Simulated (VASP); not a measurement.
Input of a VASP 6.6.1 run:

Contents of POSCAR:

```
CdSe
1.0
    0.0000000000      3.0064253461      3.1523608720
    3.0064253461      0.0000000000      3.1523608720
    3.0064253461      3.0064253461      0.0000000000
Cd Se
1 1
Direct
    0.0000000000      0.0000000000      0.0000000000
    0.2500000000      0.2500000000      0.2500000000
```

The input INCAR.step1:

```
SYSTEM = CdSe
ALGO = Normal
EDIFF = 1E-4
ENCUT = 520
GGA = PE
ISMEAR = 0
LASPH = .True.
LCHARG = .False.
LREAL = .False.
LWAVE = .True.
NBANDS = 16
NELM = 60
PREC = Accurate
SIGMA = 0.01
```

INCAR.step2

```
SYSTEM = CdSe
ALGO = Normal
EDIFF = 1E-7
ENCUT = 520
ISIF = 2
ISMEAR = 0
ISTART = 1
LASPH = .True.
LCHARG = .False.
LMIXTAU = .True.
LREAL = .False.
LWAVE = .False.
METAGGA = R2SCAN
NBANDS = 16
NELM = 60
PREC = Accurate
SIGMA = 0.01
```

KPOINTS

```
k-points
0
Gamma
  8 8 8
  0 0 0
```

Potentials or basis: VASP PAW PBE potentials, release 64 (Cd, Se).

Run with:

```bash
$ cat potpaw_PBE.64/Cd/POTCAR potpaw_PBE.64/Se/POTCAR > POTCAR
$ cp INCAR.step1 INCAR
$ mpirun -np 1 vasp_std > vasp.out
$ cp INCAR.step2 INCAR
$ mpirun -np 1 vasp_std > vasp.out
```

(1) What does it give for the band gap on the k mesh?

(2) What does it give for the pressure?

Results:

(1) 1.00 eV, direct.

(2) 0.8 GPa.

Caveat: the cell differs from its parent crystal (epitaxial xy strain -2.0%); the PAW data sets were made with another functional, which shifts forces and pressure a little.
